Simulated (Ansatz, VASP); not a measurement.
# AgCl in VASP and in Ansatz

INCAR

```
SYSTEM = AgCl
ALGO     = Normal         ! electronic algorithm
EDIFF    = 1E-7           ! SCF threshold, eV
ENCUT    = 520            ! plane-wave cutoff, eV
GGA      = PE             ! functional
ISIF     = 2              ! what is computed and relaxed
ISMEAR   = 0              ! smearing method
LASPH    = .TRUE.         ! aspherical terms in the spheres
LCHARG   = .FALSE.        ! write CHGCAR
LREAL    = .FALSE.        ! projectors in reciprocal space
LWAVE    = .FALSE.        ! write WAVECAR
NBANDS   = 16             ! bands
NELM     = 60             ! most SCF steps
PREC     = Accurate       ! precision mode
SIGMA    = 0.05           ! smearing width, eV
```

KPOINTS

```
k-points
0
G
  8 8 8
  0 0 0
```

Contents of POSCAR:

```
AgCl
1.0
    0.0000000000      2.8060228508      2.8060228508
    2.8060228508      0.0000000000      2.8060228508
    2.8060228508      2.8060228508      0.0000000000
Ag Cl
1 1
Direct
    0.4625801134      0.5374198866      0.5374198866
    0.1138622231     -0.1138622231     -0.1138622231
```

Input for Ansatz:

```yaml
crystal:
  lattice:
    - [0.0, 2.8060228508, 2.8060228508]
    - [2.8060228508, 0.0, 2.8060228508]
    - [2.8060228508, 2.8060228508, 0.0]
  atoms:
    - { symbol: Ag, position: [0.4625801134, 0.5374198866, 0.5374198866] }
    - { symbol: Cl, position: [0.1138622231, -0.1138622231, -0.1138622231] }
basis:
  ecutwfc: 420
kpoints:
  mp_grid: { grid: [8, 8, 8] }
hamiltonian:
  xc: pbe
scf:
  occupations: { method: gaussian, width: 0.05 }
output:
  forces: true
  stress: true
  eigenvalues: true
```

Change from the starting cell: mode 4 frozen in at -0.639 Å, equal normal strain along x and y +0.0000.

Alike in both runs: task single point; functional PBE; k mesh 8 × 8 × 8; occupations gaussian, width 0.05 eV; no spin polarisation.

|  | VASP | Ansatz |
| --- | --- | --- |
| version | VASP 6.6.1 | Ansatz 0.2.0 |
| potentials or method | VASP PAW PBE potentials, release 64 (Ag, Cl), cutoff 520 eV | scalar-relativistic, plane waves, PAW |
| valence electrons in the cell | 18 | 26 |

|  | VASP | Ansatz | Ansatz less VASP |
| --- | --- | --- | --- |
| gap on the k mesh at the Fermi level (eV) | 1.37 | 1.37 | -0.004 |
| least direct gap on the mesh (eV) | 1.77 | 1.76 | -0.012 |
| pressure (GPa) | 21.8 | 22.1 | +0.34 |
| traceless stress, the component that is largest in VASP (GPa) | 41.98 | 42.51 | +0.526 |
| rms of the force components (eV/Å) | 4.961 | 5.027 | +0.0654 |

Atom by atom the forces differ by 0.065 eV/Å (rms over components). VASP's potentials hold 18 valence electrons a cell and Ansatz's 26, so a difference there can come from the potentials and not from the codes.
